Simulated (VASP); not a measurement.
Crystal: Mg.

```
Mg
1.0
     5.06646    0.00000    0.00000
    -2.53323    4.38769    0.00000
     0.00000    0.00000    3.12340
Mg
3
Direct
  0.33333 0.66667 0.50000
  0.00000 0.00000 0.00000
  0.66667 0.33333 0.50000
```

This isn't the form of Mg at room conditions, which is hcp.

- Program: VASP 6.6.1
- Task: relaxation of cell and atoms
- Functional: PBE
- Potentials or basis: VASP PAW PBE potentials, release 64 (Mg)
- Cutoff: 600 eV
- k mesh: 6 × 6 × 6
- Occupations: gaussian, width 0.1 eV
- Spin: no spin polarisation

At the start: pressure 0.2 GPa; volume 23.14 Å³/atom.

Where does the relaxation end?

Over 3 steps the energy falls by 5.8 meV/atom and the volume is 23.25 Å³/atom (+0.5 %); space group P6/mmm (No. 191, to 0.1 Å) before and after.

Step by step:
```csv
step,energy change (eV),largest force (eV/Å),pressure (GPa),volume (Å³)
1,0.0000,0.0000,0.15,69.43
2,-0.0147,0.0000,-0.02,69.65
3,-0.0173,0.0000,-0.08,69.75
```

Final structure:
```
Mg
1.0
     5.13274    0.00000    0.00000
    -2.56637    4.44508    0.00000
     0.00000    0.00000    3.05731
Mg
3
Direct
  0.33333 0.66667 0.50000
  0.00000 0.00000 0.00000
  0.66667 0.33333 0.50000
```
